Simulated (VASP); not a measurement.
Si7Ge: single point with PBEsol

Crystal: Si7Ge.

```xyz
8
Lattice="5.5842 0.0000 0.0000 0.0000 5.5842 0.0000 0.0000 0.0000 6.0515" Properties=species:S:1:pos:R:3 pbc="T T T"
Si    1.4105    1.4105    1.5286
Si    0.0000    2.7921    3.0258
Si    2.7921    2.7921    0.0000
Si    2.7921    0.0000    3.0258
Si    4.1736    1.4105    4.5229
Si    4.1736    4.1736    1.5286
Si    1.4105    4.1736    4.5229
Ge    0.0000    0.0000    0.0000
```

This cell differs from its parent crystal: volume 23.588 Å^3 an atom, c/a of the conventional cell 1.0837.

```json
{
  "Program": "VASP 6.6.1",
  "Task": "single point",
  "Functional": "PBEsol",
  "Potentials or basis": "VASP PAW PBE potentials, release 64 (Si, Ge_d)",
  "Cutoff": "520 eV",
  "k mesh": "8 × 8 × 8",
  "Occupations": "gaussian, width 0.03 eV",
  "Spin": "no spin polarisation",
  "Dipole correction": "no",
  "Further INCAR settings": "ALGO = Normal; EDIFF = 1e-06; NBANDS = 31"
}
```

| Item | Value |
| --- | --- |
| Pressure | -9.7 GPa |
| Largest force | 0.019 eV/Å |
| Band gap on the k mesh | 0.18 eV, indirect (least direct gap 0.24 eV) |

Forces on the atoms (eV/Å):
```
Si   0.012  0.012  0.006
Si   0.000  0.000  0.000
Si   0.000  0.000  0.000
Si   0.000  0.000  0.000
Si  -0.012  0.012 -0.006
Si  -0.012 -0.012  0.006
Si   0.012 -0.012 -0.006
Ge   0.000  0.000  0.000
```

Stress tensor (GPa, compression positive):
```
 -7.10   0.00   0.00
  0.00  -7.10   0.00
  0.00   0.00 -14.77
```

Levels at points of the mesh, in eV from the valence-band top:
| k point | band 17 | band 18 | band 19 | band 20 | band 21 | band 22 | band 23 | band 24 | band 25 | band 26 |
| --- | --- | --- | --- | --- | --- | --- | --- | --- | --- | --- |
| (0.00, 0.00, 0.00) | -2.34 | -2.34 | -0.57 | 0.00 | 0.00 | 0.24 | 0.50 | 0.50 | 0.58 | 1.00 |
| (0.50, 0.00, 0.00) | -3.44 | -2.11 | -2.04 | -1.89 | -1.83 | 0.68 | 0.83 | 2.64 | 2.65 | 3.95 |
| (0.50, 0.50, 0.00) | -3.68 | -1.12 | -1.03 | -0.93 | -0.93 | 2.29 | 2.34 | 2.34 | 2.61 | 3.84 |
| (0.00, 0.00, 0.50) | -3.48 | -1.62 | -1.62 | -1.48 | -1.48 | 1.27 | 1.43 | 2.64 | 2.72 | 3.43 |
| (0.50, 0.00, 0.50) | -3.30 | -1.68 | -1.58 | -1.52 | -1.50 | 1.66 | 1.66 | 1.68 | 1.91 | 3.81 |
| (0.50, 0.50, 0.50) | -1.52 | -1.04 | -0.99 | -0.84 | -0.84 | 0.18 | 0.49 | 0.58 | 0.58 | 2.95 |

It took 3.9 min on 1 thread of Intel(R) Xeon(R) Platinum 8375C CPU @ 2.90GHz (Ice Lake), with other jobs on the host, peak memory 0.51 GiB.

Caveat: the PAW data sets were made with another functional, which shifts forces and pressure a little. A k mesh can miss the band edges.
